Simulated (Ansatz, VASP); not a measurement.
## Two plane-wave programs on Ag

```xyz
1
Lattice="0.0000 2.0272 2.0272 2.0272 0.0000 2.0272 2.0272 2.0272 0.0000" Properties=species:S:1:pos:R:3 pbc="T T T"
Ag    0.0000    0.0000    0.0000
```

Alike in both runs: functional PBEsol; k mesh 18 × 18 × 18; occupations gaussian, width 0.1 eV; no spin polarisation.

Ansatz relaxed the structure, and its values are those at the end. VASP's run is a single point on that final structure, the one shown.

```csv
,VASP,Ansatz
version,VASP 6.6.1,Ansatz 0.2.0
potentials or method,"VASP PAW PBE potentials, release 64 (Ag), cutoff 520 eV","scalar-relativistic, plane waves, PAW"
valence electrons in the cell,11,19
```

|  | VASP | Ansatz | Ansatz less VASP |
| --- | --- | --- | --- |
| gap on the k mesh at the Fermi level (eV) | none | none | - |
| pressure (GPa) | -0.2 | 0.0 | +0.23 |

VASP's potentials were made for PBE, not for PBEsol. A gap of «none» marks a metal or a gap that the smearing closes. VASP's potentials hold 11 valence electrons a cell and Ansatz's 19, so a difference there can come from the potentials and not from the codes.
